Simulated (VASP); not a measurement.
# WC in VASP: single point with PBE

Aim: the single point of WC with PBE.

All numbers are computed with VASP 6.6.1; they aren't measurements. Logs are shortened: lines on timing, memory, paths and dates and some standing lists are left out, and cuts for length are marked.

### Step 1. The cell of the first run

The cell holds a slab with vacuum, 24 atoms: a = 5.778 Å, b = 5.778 Å, c = 19.067 Å, α = 90.00°, β = 90.00°, γ = 120.00°.

### Step 2. Single point, PBE

INCAR

```
ALGO = Normal
EDIFF = 1E-7
ENCUT = 520
GGA = PE
ISIF = 2
ISMEAR = -1
LASPH = True
LCHARG = False
LREAL = Auto
LWAVE = False
NBANDS = 126
NELM = 100
PREC = Accurate
SIGMA = 0.05
```

KPOINTS

```
k-points
0
Gamma
  3 3 1
```

POSCAR

```
WC
1.0
    5.7780000000      0.0000000000      0.0000000000
   -2.8890000000      5.0038950000      0.0000000000
    0.0000000000      0.0000000000     19.0675000000
W C
12 12
Direct
    0.0000000000      0.0000000000      0.0524452603
    0.0009431232     -0.0074941620      0.1990979415
   -0.0089501119      0.0313555740      0.3556417989
   -0.0000047463      0.4999905074      0.0524452603
    0.0027981990      0.5104423654      0.2013268651
    0.0183315437      0.5112217583      0.3543621345
    0.5000000000      0.0000000000      0.0524452603
    0.5125190798      0.0146885576      0.2012481972
    0.5102514612      0.0064150027      0.3551225908
    0.4999952537      0.4999905074      0.0524452603
    0.5046729942      0.5076845138      0.2000839124
    0.5018922643      0.5140995165      0.3588986495
    0.3333350820      0.1666701639      0.1265766356
    0.3386908856      0.1899120585      0.2726943752
    0.3083255976      0.1824178965      0.4161636292
    0.3333303357      0.6666606713      0.1265766356
    0.3472604701      0.6845867070      0.2781329487
    0.3195136679      0.6819487619      0.4220899436
    0.8333350820      0.1666701639      0.1265766356
    0.8536561467      0.1845362463      0.2663432542
    0.8342152446      0.1869143937      0.4168087059
    0.8333303357      0.6666606713      0.1265766356
    0.8340419216      0.6612648747      0.2744512915
    0.8254758803      0.6763930898      0.4132266946
```

Potentials or basis: VASP PAW PBE potentials, release 64 (W_sv, C).

Command:

```console
$ cat potpaw_PBE.64/W_sv/POTCAR potpaw_PBE.64/C/POTCAR > POTCAR
$ mpirun -np 1 vasp_std > vasp.out
```

OUTCAR:

```text
EDIFF = 1E-7
   ENCUT = 520
   GGA = PE
   ISIF = 2
   ISMEAR = -1
   LASPH = True
   LREAL = Auto
   NELM = 100
   PREC = Accurate

 ion  position               nearest neighbor table
   1  0.000  0.000  0.052-  19 2.19  13 2.19  22 2.19   2 2.80  10 2.89   4 2.89   7 2.89   7 2.89
                             4 2.89  10 2.89
   2  0.001  0.993  0.199-  20 2.13  22 2.14  13 2.16  23 2.19  19 2.20  14 2.20   5 2.79   1 2.80
                            11 2.84   8 2.89   8 2.89  11 2.94   5 2.99   3 3.00
   3  0.991  0.031  0.356-  21 1.95  15 1.96  24 2.09  20 2.24  14 2.35  23 2.42   6 2.70   9 2.71
                            12 2.87  12 2.91   2 3.00   9 3.07   6 3.09
   4  1.000  0.500  0.052-  19 2.19  22 2.19  16 2.19   5 2.84   7 2.89   1 2.89  10 2.89  10 2.89
                             7 2.89   1 2.89
   5  0.003  0.510  0.201-  20 2.05  23 2.12  22 2.17  16 2.18  19 2.23  17 2.26   2 2.79   4 2.84
                             8 2.85  11 2.87  11 2.91   6 2.92   8 2.93   2 2.99
   6  0.018  0.511  0.354-  18 1.99  21 2.02  24 2.12  17 2.20  23 2.27  20 2.34   3 2.70  12 2.79
                             9 2.85   5 2.92   9 2.93  12 2.99   3 3.09
   7  0.500  0.000  0.052-  13 2.19  19 2.19  16 2.19   8 2.84  10 2.89   4 2.89   1 2.89   1 2.89
                            10 2.89   4 2.89
   8  0.513  0.015  0.201-  20 2.11  19 2.15  13 2.19  17 2.21  14 2.22  16 2.25   7 2.84   5 2.85
                            11 2.87   2 2.89   2 2.89  11 2.91   5 2.93   9 2.93
   9  0.510  0.006  0.355-  21 2.01  18 2.07  17 2.18  15 2.22  14 2.37  20 2.41   3 2.71  12 2.82
[... 5 lines left out ...]
  12  0.502  0.514  0.359-  24 1.92  15 1.99  18 2.13  17 2.24  14 2.31  23 2.32   6 2.79   9 2.82
                             3 2.87   3 2.91   9 2.96   6 2.99  11 3.03
  13  0.333  0.167  0.127-   2 2.16   8 2.19  10 2.19   7 2.19   1 2.19  11 2.21
  14  0.339  0.190  0.273-  11 2.11   2 2.20   8 2.22  12 2.31   3 2.35   9 2.37
  15  0.308  0.182  0.416-   3 1.96  12 1.99   9 2.22
  16  0.333  0.667  0.127-  11 2.17   5 2.18  10 2.19   4 2.19   7 2.19   8 2.25
  17  0.347  0.685  0.278-   9 2.18   6 2.20   8 2.21  11 2.24  12 2.24   5 2.26
  18  0.320  0.682  0.422-   6 1.99   9 2.07  12 2.13
  19  0.833  0.167  0.127-   8 2.15   4 2.19   1 2.19   7 2.19   2 2.20   5 2.23
  20  0.854  0.185  0.266-   5 2.05   8 2.11   2 2.13   3 2.24   6 2.34   9 2.41
  21  0.834  0.187  0.417-   3 1.95   9 2.01   6 2.02
  22  0.833  0.667  0.127-   2 2.14  11 2.16   5 2.17   4 2.19  10 2.19   1 2.19
  23  0.834  0.661  0.274-   5 2.12  11 2.18   2 2.19   6 2.27  12 2.32   3 2.42
  24  0.825  0.676  0.413-  12 1.92   3 2.09   6 2.12

  LATTYP: Found a hexagonal cell.
 ALAT       =     5.7780000000
 C/A-ratio  =     3.3000173070

  Lattice vectors:

 A1 = (   5.7780000000,   0.0000000000,   0.0000000000)
 A2 = (  -2.8890000000,   5.0038950000,   0.0000000000)
 A3 = (   0.0000000000,   0.0000000000,  19.0675000000)

Analysis of symmetry for initial positions (statically):
=====================================================================
[... 162 lines left out ...]
   EFERMI =   0.00;   METHOD = LEGACY
   ISMEAR =    -1;   SIGMA  =   0.05  broadening in eV -4-tet -1-fermi 0-gaus
   EFERMI_NEDOS =   21; number of points for ismear=-14 and -15
   IALGO  =     38    algorithm
   IMIX   =      4    mixing-type and parameters
     AMIX     =   0.40;   BMIX     =  1.00
     AMIX_MAG =   1.60;   BMIX_MAG =  1.00
  volume/ion in A,a.u.               =      22.97       155.01
  Fermi-wavevector in a.u.,A,eV,Ry     =   1.197934  2.263767 19.524987  1.435046
  Thomas-Fermi vector in A             =   2.333836
   LORBIT       =      0    0 simple, 1 ext, 2 COOP (PROOUT), +10 PAW based schemes
   GGA     = PE    functional components
   LHFCALC =     F    Hartree Fock is set to
   AEXX    =    0.0000 exact exchange contribution
   IVDW    =     0    specifies the selected vdW correction
   LEPSILON=     F    determine dielectric tensor
   LRPA    =     F    only Hartree local field effects (RPA)
 non-spin polarized calculation
  energy-cutoff  :      520.00
  volume of cell :      551.29
 maximum number of plane-waves:     14891
 NGX is ok and might be reduce to    48
   NGX = 21   NGY = 21   NGZ = 71

 number of electron     215.9999990 magnetization

 Free energy of the ion-electron system (eV)
  ---------------------------------------------------
  ext. energy  EPLUGINS =         0.00000000
  ---------------------------------------------------
  free energy    TOTEN  =      -250.30431565 eV

  energy without entropy =     -250.26493441  energy(sigma->0) =     -250.28462503

 E-fermi :   2.0730     XC(G=0):  -7.2809

 val. band max:        2.0350553531   @ k =   0.0000   0.0000   0.0000
 cond. band min:       2.0833119788   @ k =   0.0000   0.3333   0.0000
 fundamental gap:      0.0482566257
 Fermi energy:         2.0730238479

 k-point     1 :       0.0000    0.0000    0.0000
  band No.  band energies     occupation
      1     -72.0115      2.00000
      2     -71.9710      2.00000
      3     -71.9162      2.00000
      4     -71.9061      2.00000
      5     -71.8957      2.00000
      6     -71.8846      2.00000
[... 604 lines left out ...]
    119       4.0457      0.00000
    120       4.1360      0.00000
 [bands above 120 left out]

------------------------ aborting loop because EDIFF is reached ----------------------------------------

  FORCE on cell =-STRESS in cart. coord.  units (eV):
  Direction    XX          YY          ZZ          XY          YZ          ZX
  --------------------------------------------------------------------------------------
  -------------------------------------------------------------------------------------
  Total       17.8509846     19.0150965     -7.9273678      1.8678447     -3.5153023      3.8108247
  in kB       51.8792009     55.2623864    -23.0388136      5.4284003    -10.2163034     11.0751615
  external PRESSURE =      28.0342579 kB  Pullay stress =       0.0000000 kB

 VOLUME and BASIS-vectors are now :
 -----------------------------------------------------------------------------
  energy-cutoff  :      520.00
  volume of cell :      551.29
      direct lattice vectors                 reciprocal lattice vectors
     5.778000000  0.000000000  0.000000000     0.173070267  0.099922161  0.000000000
    -2.889000000  5.003895000  0.000000000     0.000000000  0.199844321  0.000000000
     0.000000000  0.000000000 19.067500000     0.000000000  0.000000000  0.052445260

 POSITION                                       TOTAL-FORCE (eV/Angst)
 -----------------------------------------------------------------------------------
      0.00000      0.00000      1.00000         0.060284      0.024955      0.305289
     -2.86190      4.96640      3.79630        -0.251857      2.101079      1.400701
      5.63570      0.15690      6.78120         3.433362     -3.110229     -0.577795
      4.33350      2.50190      1.00000         0.131789      0.070312      0.585394
     -1.45850      2.55420      3.83880         1.286695     -0.071117     -0.257489
     -1.37100      2.55810      6.75680        -3.395325      1.323660      0.939967
[... 16 lines left out ...]
      2.90870      3.30890      5.23310        -0.341630      1.047802      0.229805
      2.81550      3.38460      7.87920         1.405095      0.778708     -0.339285
 -----------------------------------------------------------------------------------
    total drift:                               -0.000537     -0.011752      0.071827

  FREE ENERGIE OF THE ION-ELECTRON SYSTEM (eV)
  ---------------------------------------------------
  free  energy   TOTEN  =      -250.3043156513 eV

  energy  without entropy=     -250.2649344075  energy(sigma->0) =     -250.28462503
```

OSZICAR:

```text
N       E                     dE             d eps       ncg     rms          rms(c)
DAV:   1     0.275873881945E+04    0.27587E+04   -0.12755E+05  1452   0.171E+03
DAV:   2    -0.908675674455E+02   -0.28496E+04   -0.27930E+04  1442   0.528E+02
DAV:   3    -0.279703385240E+03   -0.18884E+03   -0.18373E+03  1586   0.131E+02
DAV:   4    -0.288473911932E+03   -0.87705E+01   -0.86560E+01  1520   0.269E+01
[... 24 lines left out ...]
DAV:  29    -0.250304309699E+03   -0.13569E-04   -0.56316E-07  1080   0.315E-03    0.171E-03
DAV:  30    -0.250304312277E+03   -0.25785E-05   -0.20247E-07   928   0.170E-03    0.750E-04
DAV:  31    -0.250304314689E+03   -0.24117E-05   -0.92657E-08   824   0.922E-04    0.391E-04
DAV:  32    -0.250304315557E+03   -0.86790E-06   -0.43416E-08   840   0.526E-04    0.275E-04
DAV:  33    -0.250304315651E+03   -0.94722E-07   -0.76840E-09   784   0.270E-04
   1 F= -.25030432E+03 E0= -.25028463E+03  d E =-.393812E-01
```

stdout:

```text
POSCAR found type information on POSCAR W C
 POSCAR found :  2 types and      24 ions
 scaLAPACK will be used
 LDA part: xc-table for (Slater+PW92), standard interpolation
 POSCAR, INCAR and KPOINTS ok, starting setup
 FFT: planning ... GRIDC
 FFT: planning ... GRID_SOFT
 FFT: planning ... GRID
 WAVECAR not read
 entering main loop
```

Wall time 14 min (1 thread of Intel Xeon 6975P-C (Granite Rapids), shared host); peak memory 0.77 GiB.

Results:

| Item | Value |
| --- | --- |
| Free energy | -250.3043 eV |
| Largest force | 4.669 eV/Å |
| Band gap on the k mesh | zero (bands 108 and 109 overlap by 0.95 eV) |

Forces in eV/Å, atoms in the order of the input:
```
W    0.060  0.025  0.305
W   -0.252  2.101  1.401
W    3.433 -3.110 -0.578
W    0.132  0.070  0.585
W    1.287 -0.071 -0.257
W   -3.395  1.324  0.940
W    0.081  0.070  0.517
W   -1.116 -1.222  0.412
W   -3.132  1.376  1.396
W   -0.112  0.064  0.492
W   -0.379 -0.252  1.122
W   -0.403 -0.464 -1.192
C    0.173  0.212 -0.923
C    0.711 -1.069  0.776
C    1.617 -0.644 -0.688
C   -0.021  0.385 -0.937
C    0.106 -0.167 -1.085
C    0.977  0.471 -1.750
C    0.090  0.261 -1.094
C   -0.415 -0.837  2.294
C   -0.444 -0.117 -0.267
C   -0.059 -0.232 -1.359
C   -0.342  1.048  0.230
C    1.405  0.779 -0.339
```

Caveat: the k points lie up to 0.42 Å⁻¹ apart, too coarse for converged energies and pressures of a metal; the atoms stand as in a frame of molecular dynamics; spin-orbit coupling is left out, which moves the levels of the heavy elements.
